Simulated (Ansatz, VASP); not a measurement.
Sn: VASP beside Ansatz

File INCAR:

```
PREC = Accurate
ENCUT = 520
EDIFF = 1E-7
ISMEAR = 0
SIGMA = 0.1
LREAL = F
LASPH = T
NELM = 100
ALGO = Normal
ISIF = 2
LWAVE = F
LCHARG = F
GGA = RP
NBANDS = 21
```

File KPOINTS:

```
regular mesh
0
Gamma
  7 7 7
```

Contents of POSCAR:

```
Sn
1.0
    0.0000000000      3.2333428000      3.2333428000
    3.2333428000      0.0000000000      3.2333428000
    3.2333428000      3.2333428000      0.0000000000
Sn
2
Direct
    0.2500000000      0.2500000000      0.2500000000
    0.0000000000      0.0000000000      0.0000000000
```

Contents of input.yaml:

```yaml
crystal:
  lattice:
    - [0.0, 3.2333428, 3.2333428]
    - [3.2333428, 0.0, 3.2333428]
    - [3.2333428, 3.2333428, 0.0]
  atoms:
    - { symbol: Sn, position: [0.25, 0.25, 0.25] }
    - { symbol: Sn, position: [0.0, 0.0, 0.0] }
kpoints:
  mp_grid: { grid: [7, 7, 7] }
scf:
  occupations: { method: gaussian, width: 0.1 }
hamiltonian:
  xc: rpbe
  pseudopotentials: { kind: all_electron, lapw: { basis_error: 0.001 } }
output:
  forces: true
  stress: true
  eigenvalues: true
```

Alike in both runs: task single point; functional RPBE; k mesh 7 × 7 × 7; occupations gaussian, width 0.1 eV; no spin polarisation.

|  | VASP | Ansatz |
| --- | --- | --- |
| version | VASP 6.6.1 | Ansatz 0.2.0 |
| potentials or method | VASP PAW PBE potentials, release 64 (Sn_d), cutoff 520 eV | all-electron LAPW, scalar-relativistic |

```tsv
	VASP	Ansatz	Ansatz less VASP
gap on the k mesh at the Fermi level (eV)	none	none	-
pressure (GPa)	5.2	5.2	+0.03
```

VASP's potentials were made for PBE, not for RPBE. A gap of «none» marks a metal or a gap that the smearing closes. Ansatz ran all-electron here, and VASP with PAW potentials.
